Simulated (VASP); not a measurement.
Al2Pt:

```
Pt Al
1.0
     0.00000    2.89468    2.89468
     2.89468    0.00000    2.89468
     2.89468    2.89468    0.00000
Pt Al
1 2
Direct
  0.00000 0.00000 0.00000
  0.75000 0.75000 0.75000
  0.25000 0.25000 0.25000
```

Base run:

- Program: VASP 6.6.1
- Functional: PBE
- Potentials or basis: VASP PAW PBE potentials, release 64 (Pt, Al)
- Cutoff: 520 eV
- k mesh: 8 × 8 × 8
- Occupations: fermi-dirac, width 0.05 eV
- Spin: no spin polarisation

Its results: band gap on the k mesh zero (band 8 reaches 12.52 eV, above the bottom of band 9 at 6.93 eV); pressure 12.2 GPa.

The run is repeated on the same cell with these changes: functional from PBE to PBEsol. What comes out?

Band gap on the k mesh zero (band 8 reaches 12.38 eV, above the bottom of band 9 at 6.82 eV); pressure 8.6 GPa.

PBEsol binds more tightly than PBE, so the same cell stands under less pressure.

Caveats: spin-orbit coupling is left out, which moves the levels of the heavy elements; the PAW data sets were made with another functional, which shifts forces and pressure a little (some runs).
